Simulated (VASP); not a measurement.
# Sn3Te (Pm-3m) in VASP: a series of runs, part 2 of 2

VASP 6.6.1. Earlier steps stand in the parts before.

### Step 3. Single point, PBE

Contents of INCAR:

```
PREC = Accurate ; ENCUT = 520
EDIFF = 1E-6 ; ISMEAR = 0
SIGMA = 0.1 ; LREAL = F
LASPH = T ; NELM = 60
ALGO = Fast ; ISIF = 2
LWAVE = F ; LCHARG = F
GGA = PE ; NBANDS = 32
```

Contents of KPOINTS:

```
regular mesh
0
Gamma
  4 4 4
```

Contents of POSCAR:

```
Sn3Te
1.0
    4.8633666822      0.0000000000      0.0000000000
    0.0000000000      4.8633666822      0.0000000000
    0.0000000000      0.0000000000      4.8633666822
Sn Te
3 1
Direct
    0.5000000000      0.5000000000      0.0000000000
    0.5000000000      0.0000000000      0.5000000000
    0.0000000000      0.5000000000      0.5000000000
    0.0000000000      0.0000000000      0.0000000000
```

Potentials or basis: VASP PAW PBE potentials, release 64 (Sn_d, Te).

Launch:

```sh
$ cat potpaw_PBE.64/Sn_d/POTCAR potpaw_PBE.64/Te/POTCAR > POTCAR
$ mpirun -np 1 vasp_std > vasp.out
```

OUTCAR:

```text
PREC = Accurate
   ENCUT = 520
   EDIFF = 1E-6
   ISMEAR = 0
   LREAL = F
   LASPH = T
   NELM = 60
   ISIF = 2
   GGA = PE

 ion  position               nearest neighbor table
   1  0.500  0.500  0.000-   2 3.44   3 3.44   4 3.44   2 3.44   3 3.44   2 3.44   4 3.44   2 3.44
                             3 3.44   4 3.44   3 3.44   4 3.44
   2  0.500  0.000  0.500-   1 3.44   3 3.44   4 3.44   1 3.44   4 3.44   1 3.44   3 3.44   1 3.44
                             3 3.44   4 3.44   4 3.44   3 3.44
   3  0.000  0.500  0.500-   1 3.44   2 3.44   4 3.44   1 3.44   4 3.44   2 3.44   4 3.44   4 3.44
                             1 3.44   2 3.44   1 3.44   2 3.44
   4  0.000  0.000  0.000-   1 3.44   2 3.44   3 3.44   2 3.44   3 3.44   1 3.44   3 3.44   3 3.44
                             1 3.44   2 3.44   2 3.44   1 3.44

  LATTYP: Found a simple cubic cell.
 ALAT       =     4.8633666822

  Lattice vectors:

 A1 = (   4.8633666822,   0.0000000000,   0.0000000000)
 A2 = (   0.0000000000,   4.8633666822,   0.0000000000)
 A3 = (   0.0000000000,   0.0000000000,   4.8633666822)

Analysis of symmetry for initial positions (statically):
=====================================================================
 Subroutine PRICEL returns:
 Original cell was already a primitive cell.

 Routine SETGRP: Setting up the symmetry group for a
 simple cubic supercell.

 Subroutine GETGRP returns: Found 48 space group operations
 (whereof 48 operations were pure point group operations)
 out of a pool of 48 trial point group operations.

The static configuration has the point symmetry O_h .

Analysis of symmetry for dynamics (positions and initial velocities):
=====================================================================
 Subroutine PRICEL returns:
 Original cell was already a primitive cell.

 Routine SETGRP: Setting up the symmetry group for a
 simple cubic supercell.

 Subroutine GETGRP returns: Found 48 space group operations
 (whereof 48 operations were pure point group operations)
 out of a pool of 48 trial point group operations.

The dynamic configuration has the point symmetry O_h .

 Subroutine INISYM returns: Found 48 space group operations
 (whereof 48 operations are pure point group operations),
 and found     1 'primitive' translations

----------------------------------------------------------------------------------------

                                     Primitive cell

  volume of cell :     115.0300

  direct lattice vectors                    reciprocal lattice vectors
     4.863366682  0.000000000  0.000000000     0.205618878  0.000000000  0.000000000
     0.000000000  4.863366682  0.000000000     0.000000000  0.205618878  0.000000000
     0.000000000  0.000000000  4.863366682     0.000000000  0.000000000  0.205618878

  length of vectors
     4.863366682  4.863366682  4.863366682     0.205618878  0.205618878  0.205618878

  position of ions in fractional coordinates (direct lattice)
     0.500000000  0.500000000  0.000000000
     0.500000000  0.000000000  0.500000000
     0.000000000  0.500000000  0.500000000
     0.000000000  0.000000000  0.000000000

  ion indices of the primitive-cell ions
   primitive index   ion index
                 1           1
                 2           2
                 3           3
                 4           4

[... 28 lines left out ...]
  0.000000  0.000000  0.000000      1.000000
  0.250000  0.000000  0.000000      6.000000
  0.500000  0.000000  0.000000      3.000000
  0.250000  0.250000  0.000000     12.000000
  0.500000  0.250000  0.000000     12.000000
  0.500000  0.500000  0.000000      3.000000
  0.250000  0.250000  0.250000      8.000000
  0.500000  0.250000  0.250000     12.000000
  0.500000  0.500000  0.250000      6.000000
  0.500000  0.500000  0.500000      1.000000
   k-points           NKPTS =     10   k-points in BZ     NKDIM =     10   number of bands    NBANDS=     32
   number of dos      NEDOS =    301   number of ions     NIONS =      4
   total plane-waves  NPLWV =  46656
   dimension x,y,z NGX =    36 NGY =   36 NGZ =   36
   dimension x,y,z NGXF=    72 NGYF=   72 NGZF=   72
   ions per type =               3   1
   NGX,Y,Z   is equivalent  to a cutoff of  12.31, 12.31, 12.31 a.u.
   NGXF,Y,Z  is equivalent  to a cutoff of  24.61, 24.61, 24.61 a.u.
 SYSTEM =  unknown system
   PREC   = accura    normal or accurate (medium, high low for compatibility)
   ISTART =      0    job   : 0-new  1-cont  2-samecut
   ICHARG =      2    charge: 1-file 2-atom 10-const
   ISPIN  =      1    spin polarized calculation?
   LNONCOLLINEAR =      F non collinear calculations
   LSORBIT =      F    spin-orbit coupling
   LASPH  =      T    aspherical Exc in radial PAW
   ENCUT  =  520.0 eV  38.22 Ry    6.18 a.u.   9.04  9.04  9.04*2*pi/ulx,y,z
   NELM   =     60;   NELMIN=  2; NELMDL= -5     # of ELM steps
   EDIFF  = 0.1E-05   stopping-criterion for ELM
   LREAL  =      F    real-space projection
   EDIFFG = 0.1E-04   stopping-criterion for IOM
   NSW    =      0    number of steps for IOM
   IBRION =     -1    ionic relax: 0-MD 1-quasi-New 2-CG
   NFREE  =      0    steps in history (QN), initial steepest desc. (CG)
   ISIF   =      2    stress and relaxation
   ISYM   =      2    0-nonsym 1-usesym 2-fastsym
   POTIM  = 0.5000    time-step for ionic-motion
   TEBEG  =    0.0;   TEEND  =   0.0 temperature during run
   PSTRESS=    0.0 pullay stress
   NELECT =      48.0000    total number of electrons
   NUPDOWN=      -1.0000    fix difference up-down
   EMIN   =  10.00;   EMAX   =-10.00  energy-range for DOS
   EFERMI =   0.00;   METHOD = LEGACY
   ISMEAR =     0;   SIGMA  =   0.10  broadening in eV -4-tet -1-fermi 0-gaus
   EFERMI_NEDOS =   21; number of points for ismear=-14 and -15
   IALGO  =     68    algorithm
   IMIX   =      4    mixing-type and parameters
     AMIX     =   0.40;   BMIX     =  1.00
     AMIX_MAG =   1.60;   BMIX_MAG =  1.00
  volume/ion in A,a.u.               =      28.76       194.07
  Fermi-wavevector in a.u.,A,eV,Ry     =   1.223352  2.311801 20.362356  1.496591
  Thomas-Fermi vector in A             =   2.358466
   LORBIT       =      0    0 simple, 1 ext, 2 COOP (PROOUT), +10 PAW based schemes
   GGA     = PE    functional components
   LHFCALC =     F    Hartree Fock is set to
   AEXX    =    0.0000 exact exchange contribution
   IVDW    =     0    specifies the selected vdW correction
   LEPSILON=     F    determine dielectric tensor
   LRPA    =     F    only Hartree local field effects (RPA)
 non-spin polarized calculation
 RMM-DIIS sequential band-by-band and
 Gauss-broadening in eV      SIGMA  =   0.10
  energy-cutoff  :      520.00
  volume of cell :      115.03
 maximum number of plane-waves:      3136
   NGX = 19   NGY = 19   NGZ = 19

 number of electron      48.0000024 magnetization

 Free energy of the ion-electron system (eV)
  ---------------------------------------------------
  ext. energy  EPLUGINS =         0.00000000
  ---------------------------------------------------
  free energy    TOTEN  =       -14.34504328 eV

  energy without entropy =      -14.33806553  energy(sigma->0) =      -14.34155440

 E-fermi :   7.7012     XC(G=0): -10.0743

 val. band max:        7.5463860362   @ k =   0.5000   0.5000   0.0000
 cond. band min:       7.7178289116   @ k =   0.5000   0.5000   0.0000
 fundamental gap:      0.1714428754
 Fermi energy:         7.7011712725

 k-point     1 :       0.0000    0.0000    0.0000
  band No.  band energies     occupation
      1     -14.0585      2.00000
      2     -14.0585      2.00000
      3     -14.0585      2.00000
      4     -14.0347      2.00000
      5     -14.0347      2.00000
      6     -14.0203      2.00000
[... 339 lines left out ...]
     31      13.0584      0.00000
     32      15.4312      0.00000

------------------------ aborting loop because EDIFF is reached ----------------------------------------

  FORCE on cell =-STRESS in cart. coord.  units (eV):
  Direction    XX          YY          ZZ          XY          YZ          ZX
  --------------------------------------------------------------------------------------
  -------------------------------------------------------------------------------------
  Total       -0.0073301     -0.0073301     -0.0073301     -0.0000000      0.0000000     -0.0000000
  in kB       -0.1020957     -0.1020957     -0.1020957     -0.0000000      0.0000000     -0.0000000
  external PRESSURE =      -0.1020957 kB  Pullay stress =       0.0000000 kB

 VOLUME and BASIS-vectors are now :
 -----------------------------------------------------------------------------
  energy-cutoff  :      520.00
  volume of cell :      115.03
      direct lattice vectors                 reciprocal lattice vectors
     4.863366682  0.000000000  0.000000000     0.205618878  0.000000000  0.000000000
     0.000000000  4.863366682  0.000000000     0.000000000  0.205618878  0.000000000
     0.000000000  0.000000000  4.863366682     0.000000000  0.000000000  0.205618878

 POSITION                                       TOTAL-FORCE (eV/Angst)
 -----------------------------------------------------------------------------------
      2.43168      2.43168      0.00000         0.000000      0.000000      0.000000
      2.43168      0.00000      2.43168         0.000000      0.000000      0.000000
      0.00000      2.43168      2.43168         0.000000      0.000000      0.000000
      0.00000      0.00000      0.00000         0.000000      0.000000      0.000000
 -----------------------------------------------------------------------------------
    total drift:                                0.000000      0.000000      0.000000

  FREE ENERGIE OF THE ION-ELECTRON SYSTEM (eV)
  ---------------------------------------------------
  free  energy   TOTEN  =       -14.3450432805 eV

  energy  without entropy=      -14.3380655288  energy(sigma->0) =      -14.34155440
```

stdout:

```text
POSCAR found type information on POSCAR SnTe
 POSCAR found :  2 types and       4 ions
 scaLAPACK will be used
 LDA part: xc-table for (Slater+PW92), standard interpolation
 POSCAR, INCAR and KPOINTS ok, starting setup
 FFT: planning ... GRIDC
 FFT: planning ... GRID_SOFT
 FFT: planning ... GRID
 WAVECAR not read
 entering main loop
```

Run time: 33 s. Hardware: 1 thread of AMD EPYC 7R13 (Zen 3), shared host; peak memory 0.18 GiB.

Results:

* Free energy: -14.3450 eV
* Pressure: 0.0 GPa
* Band gap on the k mesh: zero (band 24 reaches 10.52 eV, above the bottom of band 25 at 7.31 eV)

Levels at points of the mesh, in eV from the Fermi level:
```
           k point  band 20  band 21  band 22  band 23  band 24  band 25  band 26  band 27  band 28  band 29
(0.00, 0.00, 0.00)    -4.24    -4.24    -4.24     0.36     0.36     0.36     1.86     1.86     1.86     4.47
(0.50, 0.00, 0.00)    -3.11    -3.11    -1.80    -1.80    -1.54    -0.39     1.80     2.05     2.32     2.32
(0.50, 0.50, 0.00)    -2.28    -1.96    -1.96    -1.95    -0.80    -0.15    -0.15     0.02     3.40     3.40
(0.50, 0.50, 0.50)    -5.21    -5.21    -5.21    -4.42     2.82     2.82     2.82     5.31     5.31     5.31
```

Caveat: spin-orbit coupling is left out, which moves the levels of the heavy elements.

### Step 4. Single point, PBE

Contents of INCAR:

```
PREC = Accurate ; ENCUT = 520
EDIFF = 1E-6 ; ISMEAR = 1
SIGMA = 0.0066 ; LREAL = F
LASPH = T ; NELM = 100
ALGO = Normal ; ISIF = 2
LWAVE = F ; LCHARG = F
GGA = PE ; NBANDS = 32
```

KPOINTS is that of step 3.

Contents of POSCAR:

```
Sn3Te
1.0
    4.8656220000      0.0000000000      0.0000000000
    0.0000000000      4.8656220000      0.0000000000
    0.0000000000      0.0000000000      4.8656220000
Sn Te
3 1
Direct
    0.5000000000      0.5000000000      0.0000000000
    0.5000000000      0.0000000000      0.5000000000
    0.0000000000      0.5000000000      0.5000000000
    0.0000000000      0.0000000000      0.0000000000
```

Launch:

```sh
$ cat potpaw_PBE.64/Sn_d/POTCAR potpaw_PBE.64/Te/POTCAR > POTCAR
$ mpirun -np 1 vasp_std > vasp.out
```

Wall time 25 s (1 thread of AMD EPYC 7R13 (Zen 3), shared host); peak memory 0.18 GiB.

It converged, with:

| Property | Result |
| --- | --- |
| Free energy | -14.3410 eV |
| Pressure | -0.2 GPa |
| Band gap on the k mesh | zero (band 24 reaches 10.49 eV, above the bottom of band 25 at 7.29 eV) |

Levels at points of the mesh, in eV from the Fermi level:
```csv
k point,band 20,band 21,band 22,band 23,band 24,band 25,band 26,band 27,band 28,band 29
"(0.00, 0.00, 0.00)",-4.26,-4.26,-4.26,0.34,0.34,0.34,1.84,1.84,1.84,4.45
"(0.50, 0.00, 0.00)",-3.14,-3.14,-1.82,-1.82,-1.57,-0.41,1.77,2.02,2.30,2.30
"(0.50, 0.50, 0.00)",-2.31,-1.98,-1.98,-1.97,-0.82,-0.17,-0.17,0.00,3.37,3.37
"(0.50, 0.50, 0.50)",-5.23,-5.23,-5.23,-4.43,2.79,2.79,2.79,5.29,5.29,5.29
```

Caveat: spin-orbit coupling is left out, which moves the levels of the heavy elements.

### Step 5. Single point, PBE+D3(BJ)

Contents of INCAR:

```
PREC = Accurate
ENCUT = 520
EDIFF = 1E-6
ISMEAR = 0
SIGMA = 0.1
LREAL = F
LASPH = T
NELM = 100
ALGO = Normal
ISIF = 2
LWAVE = F
LCHARG = T
GGA = PE
IVDW = 12
LELF = T
LVHAR = T
NBANDS = 32
```

KPOINTS is that of step 4.

POSCAR is that of step 4.

Launch:

```sh
$ cat potpaw_PBE.64/Sn_d/POTCAR potpaw_PBE.64/Te/POTCAR > POTCAR
$ mpirun -np 1 vasp_std > vasp.out
```

It took 28 s on 1 thread of AMD EPYC 7R13 (Zen 3), shared host; peak memory 0.19 GiB.

It converged, with:

| Property | Result |
| --- | --- |
| Free energy | -15.9311 eV |
| Pressure | -2.3 GPa |
| Band gap on the k mesh | zero (band 24 reaches 10.50 eV, above the bottom of band 25 at 7.30 eV) |
| Dispersion energy per atom | -0.397 eV |

Levels at points of the mesh, in eV from the Fermi level:
```tsv
k point	band 21	band 22	band 23	band 24	band 25	band 26	band 27	band 28
(0.00, 0.00, 0.00)	-4.23	-4.23	0.36	0.36	0.36	1.86	1.86	1.86
(0.50, 0.00, 0.00)	-3.11	-1.80	-1.80	-1.54	-0.39	1.79	2.05	2.32
(0.50, 0.50, 0.00)	-1.96	-1.96	-1.95	-0.80	-0.15	-0.15	0.02	3.40
(0.50, 0.50, 0.50)	-5.20	-5.20	-4.41	2.82	2.82	2.82	5.31	5.31
```

Caveat: spin-orbit coupling is left out, which moves the levels of the heavy elements; pairwise dispersion overbinds metals, which lowers pressure and volume.

### Step 6. The runs side by side

```tsv
level	cell	smearing	gap on the mesh (eV)	pressure (GPa)
PBE	a = 4.866 Å, 4 atoms	gaussian 0.1 eV	none	-0.1
PBE	a = 4.863 Å, 4 atoms	gaussian 0.1 eV	none	0.0
PBE	a = 4.866 Å, 4 atoms	methfessel-paxton 0.0066 eV	none	-0.2
PBE+D3(BJ)	a = 4.866 Å, 4 atoms	gaussian 0.1 eV	none	-2.3
```

Alike in all rows: task single point; potentials or basis VASP PAW PBE potentials, release 64 (Sn_d, Te); no spin polarisation; k mesh 4 × 4 × 4; cutoff (eV) 520.

Every run on the cell as given and a fine mesh finds a metal. The pressure there spans -2.3 GPa (PBE+D3(BJ)) to -0.1 GPa (PBE); a positive pressure means that this level wants a larger cell, a negative one a smaller.

Caveats: spin-orbit coupling is left out, which moves the levels of the heavy elements; pairwise dispersion overbinds metals, which lowers pressure and volume (some runs).

Total energies depend on the potentials used, so only differences within one code and one set of settings carry meaning.
